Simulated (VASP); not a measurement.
# Si (I2_13) in VASP: relaxation of cell and atoms with PBE

Aim: the relaxation of cell and atoms of Si with PBE.

Program: VASP 6.6.1. These are calculated values, not measurements. Logs are shortened: lines on timing, memory, paths and dates and some standing lists are left out, and cuts for length are marked.

## Step 1: The cell of the first run

The structure is cubic, space group I2_13 (No. 199). The conventional cell has a = 7.927 Å, b = 7.927 Å, c = 7.927 Å, α = 90.00°, β = 90.00°, γ = 90.00°. Si (site symmetry 1) has 8 Si at 2.38 to 3.08 Å within 3.1 Å.

The cell was generated, and may not be a known phase.

## Step 2: Relaxation of cell and atoms, PBE

INCAR

```
SYSTEM = Si
PREC = Accurate ; ENCUT = 600
EDIFF = 1E-6 ; ISMEAR = 0
SIGMA = 0.1 ; LREAL = .FALSE.
LASPH = .TRUE. ; NELM = 60
ALGO = Normal ; ISIF = 3
LWAVE = .FALSE. ; LCHARG = .FALSE.
GGA = PE ; IBRION = 2
NSW = 100 ; EDIFFG = -0.01
```

KPOINTS

```
Automatic mesh
0
G
  8 8 8
  0 0 0
```

POSCAR

```
Si
1.0
   -3.9633268130      3.9633268130      3.9633268130
    3.9633268130     -3.9633268130      3.9633268130
    3.9633268130      3.9633268130     -3.9633268130
Si
12
Direct
    0.2559153632      0.0541264846      0.5880742446
    0.7982111214      0.2440846368      0.8321588814
    0.6678411186      0.9119257554      0.9660522400
    0.4458735154      0.7017888786      0.5339477600
    0.2440846368      0.8321588814      0.7982111214
    0.8321588814      0.7982111214      0.2440846368
    0.7017888786      0.5339477600      0.4458735154
    0.5880742446      0.2559153632      0.0541264846
    0.5339477600      0.4458735154      0.7017888786
    0.9119257554      0.9660522400      0.6678411186
    0.0541264846      0.5880742446      0.2559153632
    0.9660522400      0.6678411186      0.9119257554
```

Potentials or basis: VASP PAW PBE potentials, release 64 (Si).

The run is started by

```sh
$ cat potpaw_PBE.64/Si/POTCAR > POTCAR
$ mpirun -np 1 vasp_std > vasp.out
```

OUTCAR:

```text
SYSTEM = Si
   PREC = Accurate
   ENCUT = 600
   EDIFF = 1E-6
   ISMEAR = 0
   LREAL = .FALSE.
   LASPH = .TRUE.
   NELM = 60
   ISIF = 3
   GGA = PE
   IBRION = 2
   NSW = 100
   EDIFFG = -0.01

 ion  position               nearest neighbor table
   1  0.256  0.054  0.588-   9 2.38   5 2.42   6 2.52  10 2.52   8 2.73  11 2.73   4 3.08   2 3.08

   2  0.798  0.244  0.832-  10 2.38   8 2.42  11 2.52  12 2.52   3 2.73   9 2.73   4 3.08   1 3.08

   3  0.668  0.912  0.966-   6 2.38   4 2.42   5 2.52   8 2.52   9 2.73   2 2.73  10 3.08  12 3.08
[... 15 lines left out ...]
  11  0.054  0.588  0.256-   4 2.38   6 2.42   2 2.52  12 2.52   8 2.73   1 2.73   7 3.08   5 3.08

  12  0.966  0.668  0.912-   5 2.38   9 2.42   2 2.52  11 2.52   7 2.73   6 2.73  10 3.08   3 3.08

  LATTYP: Found a body centered cubic cell.
 ALAT       =     7.9266536260

  Lattice vectors:

 A1 = (  -3.9633268130,   3.9633268130,   3.9633268130)
 A2 = (   3.9633268130,  -3.9633268130,   3.9633268130)
 A3 = (   3.9633268130,   3.9633268130,  -3.9633268130)

Analysis of symmetry for initial positions (statically):
=====================================================================
 Subroutine PRICEL returns:
 Original cell was already a primitive cell.

 Routine SETGRP: Setting up the symmetry group for a
 body centered cubic supercell.

 Subroutine GETGRP returns: Found 12 space group operations
 (whereof  3 operations were pure point group operations)
 out of a pool of 48 trial point group operations.

The static configuration has the point symmetry C_3 .
 The point group associated with its full space group is T   .

Analysis of symmetry for dynamics (positions and initial velocities):
=====================================================================
 Subroutine PRICEL returns:
 Original cell was already a primitive cell.

 Routine SETGRP: Setting up the symmetry group for a
 body centered cubic supercell.

 Subroutine GETGRP returns: Found 12 space group operations
 (whereof  3 operations were pure point group operations)
 out of a pool of 48 trial point group operations.

The dynamic configuration has the point symmetry C_3 .
 The point group associated with its full space group is T   .

 Subroutine INISYM returns: Found 12 space group operations
 (whereof  3 operations are pure point group operations),
 and found     1 'primitive' translations

[... 135 lines left out ...]
  volume/ion in A,a.u.               =      20.75       140.04
  Fermi-wavevector in a.u.,A,eV,Ry     =   0.945675  1.787067 12.167713  0.894302
  Thomas-Fermi vector in A             =   2.073600
   LORBIT       =      0    0 simple, 1 ext, 2 COOP (PROOUT), +10 PAW based schemes
   GGA     = PE    functional components
   LHFCALC =     F    Hartree Fock is set to
   AEXX    =    0.0000 exact exchange contribution
   IVDW    =     0    specifies the selected vdW correction
   LEPSILON=     F    determine dielectric tensor
   LRPA    =     F    only Hartree local field effects (RPA)
 conjugate gradient relaxation of ions
 non-spin polarized calculation
 Gauss-broadening in eV      SIGMA  =   0.10
  energy-cutoff  :      600.00
  volume of cell :      249.02
 maximum number of plane-waves:      8391
   NGX = 27   NGY = 27   NGZ = 27

--------------------------------------- Ionic step        1  -------------------------------------------

 number of electron      48.0000001 magnetization

 Free energy of the ion-electron system (eV)
  ---------------------------------------------------
  ext. energy  EPLUGINS =         0.00000000
  ---------------------------------------------------
  free energy    TOTEN  =       -57.18521776 eV

  energy without entropy =      -57.15809568  energy(sigma->0) =      -57.17165672

------------------------ aborting loop because EDIFF is reached ----------------------------------------

  FORCE on cell =-STRESS in cart. coord.  units (eV):
  Direction    XX          YY          ZZ          XY          YZ          ZX
  --------------------------------------------------------------------------------------
  -------------------------------------------------------------------------------------
  Total       -0.1034700     -0.1034700     -0.1034700      0.0000000      0.0000000     -0.0000000
  in kB       -0.6657106     -0.6657106     -0.6657106      0.0000000      0.0000000     -0.0000000
  external PRESSURE =      -0.6657106 kB  Pullay stress =       0.0000000 kB
[... 119 lines left out ...]
  FREE ENERGIE OF THE ION-ELECTRON SYSTEM (eV)
  ---------------------------------------------------
  free  energy   TOTEN  =       -57.1866319990 eV

  energy  without entropy=      -57.1602662951  energy(sigma->0) =      -57.17344915

[... ionic steps 4 to 9 ...]

--------------------------------------- Ionic step       10  -------------------------------------------

 number of electron      47.9999999 magnetization

------------------------ aborting loop because EDIFF is reached ----------------------------------------
[... 87 lines left out ...]
--------------------------------------- Ionic step       12  -------------------------------------------

 number of electron      47.9999999 magnetization

 Free energy of the ion-electron system (eV)
  ---------------------------------------------------
  ext. energy  EPLUGINS =         0.00000000
  ---------------------------------------------------
  free energy    TOTEN  =       -57.19079541 eV

  energy without entropy =      -57.16621171  energy(sigma->0) =      -57.17850356

 E-fermi :   5.8774     XC(G=0):  -9.1869

 val. band max:        5.8362436316   @ k =   0.5000   0.0000  -0.3750
 cond. band min:       5.8964960084   @ k =   0.3750   0.0000  -0.2500
 fundamental gap:      0.0602523768
 Fermi energy:         5.8774333046

 k-point     1 :       0.0000    0.0000    0.0000
  band No.  band energies     occupation
      1      -7.4010      2.00000
      2      -4.1480      2.00000
      3      -4.1480      2.00000
      4      -4.1480      2.00000
      5      -3.0419      2.00000
      6      -3.0419      2.00000
[... 805 lines left out ...]
     30       7.5088      0.00000
     31       7.9979      0.00000

 [... further k-points ...]

------------------------ aborting loop because EDIFF is reached ----------------------------------------

  FORCE on cell =-STRESS in cart. coord.  units (eV):
  Direction    XX          YY          ZZ          XY          YZ          ZX
  --------------------------------------------------------------------------------------
  -------------------------------------------------------------------------------------
  Total       -0.0235472     -0.0235472     -0.0235472      0.0000000      0.0000000     -0.0000000
  in kB       -0.1523541     -0.1523541     -0.1523541      0.0000000      0.0000000     -0.0000000
  external PRESSURE =      -0.1523541 kB  Pullay stress =       0.0000000 kB
[... 27 lines left out ...]
  FREE ENERGIE OF THE ION-ELECTRON SYSTEM (eV)
  ---------------------------------------------------
  free  energy   TOTEN  =       -57.1907954140 eV

  energy  without entropy=      -57.1662117076  energy(sigma->0) =      -57.17850356

 reached required accuracy - stopping structural energy minimisation
```

OSZICAR:

```text
N       E                     dE             d eps       ncg     rms          rms(c)
DAV:   1     0.150880480458E+03    0.15088E+03   -0.20078E+04  2170   0.143E+03
DAV:   2    -0.453410983642E+02   -0.19622E+03   -0.18775E+03  2653   0.196E+02
[... 80 lines left out ...]
  11 F= -.57190259E+02 E0= -.57177950E+02  d E =-.194928E-02
       N       E                     dE             d eps       ncg     rms          rms(c)
DAV:   1    -0.571909213769E+02   -0.66186E-03   -0.34494E-02  2178   0.795E-01    0.852E-02
DAV:   2    -0.571908706748E+02    0.50702E-04   -0.16015E-03  2788   0.194E-01    0.409E-02
DAV:   3    -0.571907965224E+02    0.74152E-04   -0.17523E-04  2643   0.564E-02    0.134E-02
DAV:   4    -0.571907948569E+02    0.16655E-05   -0.21007E-05  2801   0.202E-02    0.999E-03
DAV:   5    -0.571907954140E+02   -0.55713E-06   -0.14563E-06  1521   0.580E-03
  12 F= -.57190795E+02 E0= -.57178504E+02  d E =-.536637E-03
```

CONTCAR:

```text
Si
   1.00000000000000
    -3.9558990055413443    3.9558990055413443    3.9558990055413443
     3.9558990055413443   -3.9558990055413443    3.9558990055413443
     3.9558990055413443    3.9558990055413443   -3.9558990055413443
  Si
    12
Direct
     0.2564804550271666    0.0514440623719766    0.5844320768098945
     0.7949636073448170    0.2435195449728334    0.8279516217827281
     0.6720483782172719    0.9155679231901055    0.9670119855620891
     0.4485559376280234    0.7050363926551830    0.5329880144379109
     0.2435195449728334    0.8279516217827281    0.7949636073448170
     0.8279516217827281    0.7949636073448170    0.2435195449728334
     0.7050363926551830    0.5329880144379109    0.4485559376280234
     0.5844320768098945    0.2564804550271666    0.0514440623719766
     0.5329880144379109    0.4485559376280234    0.7050363926551830
     0.9155679231901055    0.9670119855620891    0.6720483782172719
     0.0514440623719766    0.5844320768098945    0.2564804550271666
     0.9670119855620891    0.6720483782172719    0.9155679231901055

  0.00000000E+00  0.00000000E+00  0.00000000E+00
  0.00000000E+00  0.00000000E+00  0.00000000E+00
  0.00000000E+00  0.00000000E+00  0.00000000E+00
  0.00000000E+00  0.00000000E+00  0.00000000E+00
  0.00000000E+00  0.00000000E+00  0.00000000E+00
  0.00000000E+00  0.00000000E+00  0.00000000E+00
  0.00000000E+00  0.00000000E+00  0.00000000E+00
  0.00000000E+00  0.00000000E+00  0.00000000E+00
  0.00000000E+00  0.00000000E+00  0.00000000E+00
  0.00000000E+00  0.00000000E+00  0.00000000E+00
  0.00000000E+00  0.00000000E+00  0.00000000E+00
  0.00000000E+00  0.00000000E+00  0.00000000E+00
```

Run time: 16 min. Hardware: 1 thread of Intel Xeon 6975P-C (Granite Rapids), shared host; peak memory 0.58 GiB.

What came out:

```yaml
Free_energy: -57.1908 eV
Relaxed_volume: 20.64 Å³/atom
Relaxed_cell: a = 6.852 Å, b = 6.852 Å, c = 6.852 Å, α = 109.47°, β = 109.47°, γ = 109.47°
Space_group_after_relaxing_to_0.1_Å: I2_13 (No. 199)
Energy_gained_by_relaxing: 0.5 meV/atom
Ionic_steps: 12
Pressure_after_relaxing: 0.0 GPa
Largest_force_after_relaxing: 0.008 eV/Å
Band_gap_on_the_k_mesh: zero (bands 24 and 25 overlap by 1.00 eV)
```

Forces in eV/Å, atoms in the order of the input:
```
Si   0.001 -0.001  0.008
Si  -0.008  0.001  0.001
Si   0.001  0.008 -0.001
Si  -0.001 -0.008 -0.001
Si   0.001  0.001 -0.008
Si   0.001 -0.008  0.001
Si  -0.008 -0.001 -0.001
Si   0.008  0.001 -0.001
Si  -0.001 -0.001 -0.008
Si   0.008 -0.001  0.001
Si  -0.001  0.008  0.001
Si  -0.001  0.001  0.008
```

The path:
```csv
step,energy change (eV),largest force (eV/Å),pressure (GPa),volume (Å³)
1,0.0000,0.0355,-0.07,249.02
2,-0.0007,0.0308,0.00,248.71
3,-0.0014,0.0347,0.18,247.97
4,-0.0018,0.0329,0.15,248.03
5,-0.0027,0.0321,0.07,248.22
6,-0.0030,0.0477,-0.10,248.60
7,-0.0031,0.0409,-0.05,248.47
8,-0.0037,0.0334,-0.05,248.42
9,-0.0049,0.0217,-0.07,248.26
10,-0.0041,0.0611,-0.10,247.95
11,-0.0050,0.0291,-0.08,248.16
12,-0.0056,0.0081,-0.02,247.63
```

Final structure:
```xyz
12
Lattice="-3.9559 3.9559 3.9559 3.9559 -3.9559 3.9559 3.9559 3.9559 -3.9559" Properties=species:S:1:pos:R:3 pbc="T T T"
Si    1.5009    3.1231   -1.0938
Si    1.0938    5.4567    0.8328
Si    4.7887    2.8621    2.4550
Si    3.1231    1.0938    2.4550
Si    5.4567    0.8328    1.0938
Si    0.8328    1.0938    5.4567
Si    1.0938    2.4550    3.1231
Si   -1.0938    1.5009    3.1231
Si    2.4550    3.1231    1.0938
Si    2.8621    2.4550    4.7887
Si    3.1231   -1.0938    1.5009
Si    2.4550    4.7887    2.8621
```

Levels at points of the mesh, in eV from the Fermi level:
```
           k point  band 20  band 21  band 22  band 23  band 24  band 25  band 26  band 27  band 28  band 29
(0.00, 0.00, 0.00)    -0.62    -0.62    -0.62     0.08     0.08     0.18     0.18     0.18     0.97     0.97
(0.50, 0.00, 0.00)    -1.93    -1.14    -0.97    -0.69     0.26     0.33     0.50     0.53     1.52     2.04
(0.50, 0.50, 0.50)    -1.82    -1.82    -1.82    -0.93    -0.69    -0.69    -0.69     0.60     0.60     1.16
```

The gap in the log of VASP goes by the Fermi energy; the results here count the filled bands.